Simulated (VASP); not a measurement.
A run of VASP 6.6.1 is set up as follows.

Contents of POSCAR:

```
Pb
1.0
    0.0000000000      2.4750200000      2.4750200000
    2.4750200000      0.0000000000      2.4750200000
    2.4750200000      2.4750200000      0.0000000000
Pb
1
Direct
    0.0000000000      0.0000000000      0.0000000000
```

Contents of INCAR.step1:

```
PREC = Accurate
ENCUT = 600
EDIFF = 1E-5
ISMEAR = -1
SIGMA = 0.05
LREAL = F
LASPH = T
NELM = 100
ALGO = Normal
LWAVE = T
LCHARG = F
GGA = PE
NBANDS = 13
```

The input INCAR.step2:

```
PREC = Accurate
ENCUT = 600
EDIFF = 1E-7
ISMEAR = -1
SIGMA = 0.05
LREAL = F
LASPH = T
NELM = 100
ALGO = Normal
ISIF = 3
LWAVE = F
LCHARG = F
GGA = B3
LHFCALC = T
AEXX = 0.2
AGGAX = 0.72
AGGAC = 0.81
ALDAC = 0.19
PRECFOCK = Normal
IBRION = 2
NSW = 60
EDIFFG = -0.01
ISTART = 1
```

File KPOINTS:

```
Automatic mesh
0
Gamma
  5 5 5
```

Potentials or basis: VASP PAW PBE potentials, release 64 (Pb_d).

Launch:

```bash
$ cat potpaw_PBE.64/Pb_d/POTCAR > POTCAR
$ cp INCAR.step1 INCAR
$ mpirun -np 1 vasp_std > vasp.out
$ cp INCAR.step2 INCAR
$ mpirun -np 1 vasp_std > vasp.out
```

Estimate the relaxed cell.

a = 3.594 Å, b = 3.594 Å, c = 3.594 Å, α = 60.00°, β = 60.00°, γ = 60.00°.

Predict the space group after relaxing (to 0.05 Å).

Fm-3m (No. 225).

What does it give for the band gap on the k mesh?

Zero (band 7 reaches 14.18 eV, above the bottom of band 8 at 5.92 eV).

What does it give for the relaxed volume?

32.83 Å³/atom.

Step by step:
```
step  energy change (eV)  largest force (eV/Å)  pressure (GPa)  volume (Å³)
   1              0.0000                0.0000            3.82        30.32
   2             -0.0254                0.0000           -0.82        33.61
   3             -0.0276                0.0000           -0.03        32.83
```

Caveat: the k points lie up to 0.43 Å⁻¹ apart in the final cell; the PAW data sets were made with another functional, which shifts forces and pressure a little; spin-orbit coupling is left out, which moves the levels of the heavy elements. Zero-point motion and thermal expansion aren't in these numbers.
